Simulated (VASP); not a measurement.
Write the native input for VASP 6.6.1 that does the following.

```yaml
Task: density of states
Functional: PBE
Potentials_or_basis: VASP PAW PBE potentials, release 64 (F)
Cutoff: 520 eV
k_mesh: 17 × 17 × 17
Occupations: fermi-dirac, width 0.05 eV
Spin: no spin polarisation
Dipole_correction: no
k_mesh_for_the_DOS: 26 × 26 × 26
Occupations_for_the_DOS: tetrahedron
Further_INCAR_settings: ALGO = Normal; EDIFF = 1e-06
```

F:

```xyz
1
Lattice="2.1153 0.0000 0.0000 0.0000 2.1153 0.0000 0.0000 0.0000 2.1153" Properties=species:S:1:pos:R:3 pbc="T T T"
F     0.0000    0.0000    0.0000
```

This cell differs from its parent crystal: volume scaled by 0.9.

The input as run:

POSCAR

```
F
1.0
    2.1153186052      0.0000000000      0.0000000000
    0.0000000000      2.1153186052      0.0000000000
    0.0000000000      0.0000000000      2.1153186052
F
1
Direct
    0.0000000000      0.0000000000      0.0000000000
```

INCAR.step1

```
SYSTEM = F
PREC = Accurate
ENCUT = 520
EDIFF = 1E-6
ISMEAR = -1
SIGMA = 0.05
LREAL = .False.
LASPH = .True.
NELM = 80
ALGO = Normal
ISIF = 2
LWAVE = .False.
LCHARG = .True.
GGA = PE
NBANDS = 10
```

KPOINTS.step1

```
regular mesh
0
Gamma
  17 17 17
  0 0 0
```

INCAR.step2

```
SYSTEM = F
PREC = Accurate
ENCUT = 520
EDIFF = 1E-6
ISMEAR = -5
SIGMA = 0.05
LREAL = .False.
LASPH = .True.
NELM = 80
ALGO = Normal
ISIF = 2
LWAVE = .False.
LCHARG = .False.
GGA = PE
LORBIT = 11
NEDOS = 2001
ICHARG = 11
```

KPOINTS.step2

```
regular mesh
0
Gamma
  26 26 26
  0 0 0
```

Potentials or basis: VASP PAW PBE potentials, release 64 (F).

Command:

```sh
$ cat potpaw_PBE.64/F/POTCAR > POTCAR
$ cp INCAR.step1 INCAR
$ cp KPOINTS.step1 KPOINTS
$ mpirun -np 1 vasp_std > vasp.out
$ cp INCAR.step2 INCAR
$ cp KPOINTS.step2 KPOINTS
$ mpirun -np 1 vasp_std > vasp.out
```

It gave:

```json
{
 "Valence electrons inside the program's atomic spheres": "F 5.78"
}
```

Caveat: an odd number of electrons without spin polarisation forces a metal; a magnetic or distorted state may lie lower.

Run time: 14 s on 1 thread of Intel(R) Xeon(R) Platinum 8259CL CPU @ 2.50GHz (Skylake/Cascade Lake), on a shared host, peak memory 0.14 GiB.
